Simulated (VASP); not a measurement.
Set up this calculation in VASP 6.6.1, as the native input.

| Property | Result |
| --- | --- |
| Task | density of states |
| Functional | PBE |
| Potentials or basis | VASP PAW PBE potentials, release 64 (Zr_sv, C) |
| Cutoff | 520 eV |
| k mesh | 16 × 16 × 16 |
| Occupations | gaussian, width 0.1 eV |
| Spin | non-collinear spin, zero start, spin-orbit coupling |
| Starting moments | [[0.0, 0.0, 0.0], [0.0, 0.0, 0.0]] μB |
| Dipole correction | no |
| k mesh for the DOS | 24 × 24 × 24 |
| Occupations for the DOS | tetrahedron |
| Further INCAR settings | ALGO = Normal; EDIFF = 1e-06; NBANDS = 28 |

ZrC:

```
CELL_PARAMETERS angstrom
0.00000 2.35440 2.35440
2.35440 0.00000 2.35440
2.35440 2.35440 0.00000
ATOMIC_POSITIONS crystal
Zr 0.50000 0.50000 0.50000
C 0.00000 0.00000 0.00000
```

The input as run:

POSCAR

```
ZrC
1.0
    0.0000000000      2.3543976079      2.3543976079
    2.3543976079      0.0000000000      2.3543976079
    2.3543976079      2.3543976079      0.0000000000
Zr C
1 1
Direct
    0.5000000000      0.5000000000      0.5000000000
    0.0000000000      0.0000000000      0.0000000000
```

INCAR.step1

```
PREC = Accurate ; ENCUT = 520
EDIFF = 1E-6 ; ISMEAR = 0
SIGMA = 0.1 ; LREAL = F
LASPH = T ; NELM = 150
ALGO = Normal ; ISIF = 2
LWAVE = F ; LCHARG = T
LNONCOLLINEAR = T ; MAGMOM = 0 0 0 0 0 0
LSORBIT = T ; GGA_COMPAT = F
LORBMOM = T ; LMAXMIX = 4
GGA = PE ; NBANDS = 28
```

KPOINTS.step1

```
regular mesh
0
Gamma
  16 16 16
```

INCAR.step2

```
PREC = Accurate ; ENCUT = 520
EDIFF = 1E-6 ; ISMEAR = -5
SIGMA = 0.1 ; LREAL = F
LASPH = T ; NELM = 150
ALGO = Normal ; ISIF = 2
LWAVE = F ; LCHARG = F
LNONCOLLINEAR = T ; MAGMOM = 0 0 0 0 0 0
LORBIT = 11 ; LSORBIT = T
GGA_COMPAT = F ; LORBMOM = T
LMAXMIX = 4 ; GGA = PE
NBANDS = 28 ; NEDOS = 2001
ICHARG = 11
```

KPOINTS.step2

```
regular mesh
0
Gamma
  24 24 24
```

Potentials or basis: VASP PAW PBE potentials, release 64 (Zr_sv, C).

The run is started by

```console
$ cat potpaw_PBE.64/Zr_sv/POTCAR potpaw_PBE.64/C/POTCAR > POTCAR
$ cp INCAR.step1 INCAR
$ cp KPOINTS.step1 KPOINTS
$ mpirun -np 1 vasp_ncl > vasp.out
$ cp INCAR.step2 INCAR
$ cp KPOINTS.step2 KPOINTS
$ mpirun -np 1 vasp_ncl > vasp.out
```

Results of the run:

* Net moment: 0.00 μB per cell
* Valence electrons inside the program's atomic spheres: Zr 9.84; C 2.36

Run time: 6.5 min on 1 thread of Intel(R) Xeon(R) 6975P-C (Granite Rapids) (shared host), peak memory 0.56 GiB.
